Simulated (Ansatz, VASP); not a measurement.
One calculation of CaO, two programs

```
CELL_PARAMETERS angstrom
2.88343 0.00000 0.00000
0.00000 2.88343 0.00000
0.00000 0.00000 2.88343
ATOMIC_POSITIONS crystal
Ca 0.00000 0.00000 0.00000
O 0.50000 0.50000 0.50000
```

Alike in both runs: task single point; functional r2SCAN; k mesh 8 × 8 × 8; occupations gaussian, width 0.05 eV; no spin polarisation.

|  | VASP | Ansatz |
| --- | --- | --- |
| version | VASP 6.6.1 | Ansatz 0.2.0 |
| potentials or method | VASP PAW PBE potentials, release 64 (Ca_sv, O), cutoff 520 eV | scalar-relativistic, plane waves, PAW |
| valence electrons in the cell | 16 | 16 |

|  | VASP | Ansatz | Ansatz less VASP |
| --- | --- | --- | --- |
| gap on the k mesh at the Fermi level (eV) | 3.27 | 3.27 | -0.001 |
| least direct gap on the mesh (eV) | 3.57 | 3.57 | +0.002 |
| pressure (GPa) | 3.7 | 2.6 | -1.18 |

VASP's potentials were made for PBE, not for r2SCAN.
